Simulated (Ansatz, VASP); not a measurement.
## NaI: VASP beside Ansatz

```
Na I
1.0
     0.00000    3.13109    3.13109
     3.13109    0.00000    3.13109
     3.13109    3.13109    0.00000
Na I
1 1
Direct
  0.00000 0.00000 0.00000
  0.50000 0.50000 0.50000
```

Alike in both runs: functional LDA; k mesh 12 × 12 × 12; occupations fermi-dirac, width 0.1 eV; no spin polarisation.

Ansatz relaxed the structure, and its values are those at the end. VASP's run is a single point on that final structure, the one shown.

|  | VASP | Ansatz |
| --- | --- | --- |
| version | VASP 6.6.1 | Ansatz 0.2.0 |
| potentials or method | VASP PAW LDA potentials, release 64 (Na_pv, I) | PAW with Ansatz's default frozen-core files, scalar-relativistic |
| plane-wave cutoff (eV) | 520 | 420 |
| valence electrons in the cell | 14 | 26 |

```tsv
	VASP	Ansatz	Ansatz less VASP
pressure (GPa)	0.0	0.0	-0.04
```

LDA's correlation is that of Perdew and Zunger in VASP and of Perdew and Wang (1992) in Ansatz. VASP's potentials hold 14 valence electrons a cell and Ansatz's 26, so a difference there can come from the potentials and not from the codes.

Spin-orbit coupling is off throughout.
